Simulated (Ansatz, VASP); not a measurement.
## One calculation of SnO2, two programs

File INCAR:

```
PREC = Accurate
ENCUT = 520
EDIFF = 1E-6
ISMEAR = 0
SIGMA = 0.15
LREAL = False
LASPH = True
NELM = 100
ALGO = Normal
ISIF = 2
LWAVE = False
LCHARG = False
GGA = PE
NBANDS = 20
```

The input KPOINTS:

```
regular mesh
0
Gamma
  16 16 16
```

The input POSCAR:

```
SnO2
1.0
    0.0000000000      2.5716524213      2.6102272076
    2.5716524213      0.0000000000      2.6102272076
    2.5716524213      2.5716524213      0.0000000000
Sn O
1 2
Direct
    0.0000000000      0.0000000000      0.0000000000
    0.2500000000      0.2500000000      0.2500000000
    0.7500000000      0.7500000000      0.7500000000
```

Input for Ansatz:

```yaml
crystal:
  lattice:
    - [0.0, 2.5716524213, 2.6102272076]
    - [2.5716524213, 0.0, 2.6102272076]
    - [2.5716524213, 2.5716524213, 0.0]
  atoms:
    - { symbol: Sn, position: [0.0, 0.0, 0.0] }
    - { symbol: O, position: [0.25, 0.25, 0.25] }
    - { symbol: O, position: [0.75, 0.75, 0.75] }
basis:
  ecutwfc: 420
kpoints:
  mp_grid: { grid: [16, 16, 16] }
hamiltonian:
  xc: pbe
scf:
  occupations: { method: gaussian, width: 0.15 }
output:
  forces: true
  stress: true
  eigenvalues: true
```

Change from the starting cell: strain +0.0150 x Voigt [0, 0, 1, 0, 0, 0], atoms carried along.

Alike in both runs: task single point; functional PBE; k mesh 16 × 16 × 16; occupations gaussian, width 0.15 eV; no spin polarisation.

|  | VASP | Ansatz |
| --- | --- | --- |
| version | VASP 6.6.1 | Ansatz 0.2.0 |
| potentials or method | VASP PAW PBE potentials, release 64 (Sn_d, O), cutoff 520 eV | scalar-relativistic, plane waves, PAW |
| valence electrons in the cell | 26 | 26 |

|  | VASP | Ansatz | Ansatz less VASP |
| --- | --- | --- | --- |
| gap on the k mesh at the Fermi level (eV) | none | none | - |
| pressure (GPa) | -2.1 | -2.6 | -0.52 |
| traceless stress, the component that is largest in VASP (GPa) | -4.09 | -4.09 | -0.003 |

A gap of «none» marks a metal or a gap that the smearing closes.
